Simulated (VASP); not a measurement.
Ga, 2 atoms in the cell. The structure is monoclinic, space group P2_1/m (No. 11). The conventional cell has a = 2.760 Å, b = 3.260 Å, c = 4.182 Å, α = 90.00°, β = 108.61°, γ = 90.00°. Within 3.5 Å of Ga (site symmetry m) lie 10 Ga at 2.69 to 3.26 Å. 

- Program: VASP 6.6.1
- Task: single point
- Functional: PBEsol
- Potentials or basis: VASP PAW PBE potentials, release 64 (Ga_d)
- Cutoff: 520 eV
- k mesh: 10 × 8 × 7
- Occupations: fermi-dirac, width 0.05 eV
- Spin: no spin polarisation
- Dipole correction: no
- Further INCAR settings: ALGO = Normal; EDIFF = 1e-06; NBANDS = 20

Potentials or basis: VASP PAW PBE potentials, release 64 (Ga_d).

Run with:

```sh
$ cat potpaw_PBE.64/Ga_d/POTCAR > POTCAR
$ mpirun -np 1 vasp_std > vasp.out
```

Hardware: 1 thread of Intel Xeon 8259CL (shared host).

Problem. Estimate the wall time of this run.

Solution. It took 54 s on 1 thread of Intel Xeon 8259CL, on a shared host, peak memory 0.22 GiB. Counts: scf iterations 10, k points 180.
